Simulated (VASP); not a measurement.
Hf7O16 (a cell with a defect), 23 atoms in the cell. The cell holds a defect, 23 atoms: a = 7.209 Å, b = 7.209 Å, c = 7.327 Å, α = 119.46°, β = 119.46°, γ = 90.00°.  This cell differs from its parent crystal: atoms taken out, then relaxed in part.

- Program: VASP 6.6.1
- Task: single point
- Functional: PBE
- Potentials or basis: VASP PAW PBE potentials, release 64 (Hf_pv, O)
- Cutoff: 520 eV
- k mesh: 4 × 4 × 4
- Occupations: gaussian, width 0.05 eV
- Spin: no spin polarisation
- Dipole correction: no
- Charge: -4
- Further INCAR settings: LREAL = Auto; ALGO = Normal; EDIFF = 1e-06; NBANDS = 100; NELECT = 170.0

Potentials or basis: VASP PAW PBE potentials, release 64 (Hf_pv, O).

The run is started by

```sh
$ cat potpaw_PBE.64/Hf_pv/POTCAR potpaw_PBE.64/O/POTCAR > POTCAR
$ mpirun -np 1 vasp_std > vasp.out
```

Hardware: 1 thread of Intel Xeon 8259CL, on a shared host.

Estimate the wall time of this run.

It took 30 min on 1 thread of Intel Xeon 8259CL, on a shared host, peak memory 0.53 GiB. Counts: scf iterations 16, k points 13.
